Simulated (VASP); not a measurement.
Write the native input for VASP 6.6.1 that does the following.

```yaml
Task: single point
Functional: PBEsol
Dispersion: D3(BJ)
Potentials_or_basis: VASP PAW PBE potentials, release 64 (Ti_sv, Ni)
Cutoff: 520 eV
k_mesh: 8 × 8 × 8
Occupations: fermi-dirac, width 0.15 eV
Spin: collinear spin, ferromagnetic start
Starting_moments: "[0.0, 1.0] μB"
Dipole_correction: no
Further_INCAR_settings: ALGO = Normal; EDIFF = 1e-06; NBANDS = 22
```

The structure of TiNi lies in POSCAR:

```
TiNi
1.0
    2.9359668003      0.0000000000      0.0000000000
    0.0000000000      2.9359668003      0.0000000000
    0.0000000000      0.0000000000      2.9359668003
Ti Ni
1 1
Direct
    0.5000000000      0.5000000000      0.5000000000
    0.0000000000      0.0000000000      0.0000000000
```

One way to write it, as run:

INCAR

```
PREC     = Accurate       # precision mode
ENCUT    = 520            # plane-wave cutoff, eV
EDIFF    = 1E-6           # SCF threshold, eV
ISMEAR   = -1             # smearing method
SIGMA    = 0.15           # smearing width, eV
LREAL    = False          # projectors in reciprocal space
LASPH    = True           # aspherical terms in the spheres
NELM     = 150            # most SCF steps
ALGO     = Normal         # electronic algorithm
ISIF     = 2              # what is computed and relaxed
LWAVE    = False          # write WAVECAR
LCHARG   = False          # write CHGCAR
ISPIN    = 2              # spin polarisation
MAGMOM   = 0 1            # initial moments
LORBIT   = 11             # projections on sites
LMAXMIX  = 4              # l up to which the mixer works
GGA      = PS             # functional
IVDW     = 12             # dispersion correction
NBANDS   = 22             # bands
```

KPOINTS

```
regular mesh
0
Gamma
  8 8 8
```

Potentials or basis: VASP PAW PBE potentials, release 64 (Ti_sv, Ni).

The run is started by

```bash
$ cat potpaw_PBE.64/Ti_sv/POTCAR potpaw_PBE.64/Ni/POTCAR > POTCAR
$ mpirun -np 1 vasp_std > vasp.out
```

Results of the run:

```json
{
 "Pressure": "-0.5 GPa",
 "Band gap on the k mesh": "zero (filled and empty bands overlap)",
 "Net moment": "0.00 μB per cell",
 "Valence electrons inside the program's atomic spheres": "Ti 10.35; Ni 9.47",
 "Dispersion energy per atom": "-0.567 eV"
}
```

Caveat: the PAW data sets were made with another functional, which shifts forces and pressure a little.

It took 22 s on 1 thread of Intel(R) Xeon(R) Platinum 8488C (Sapphire Rapids) (shared host), peak memory 0.18 GiB.
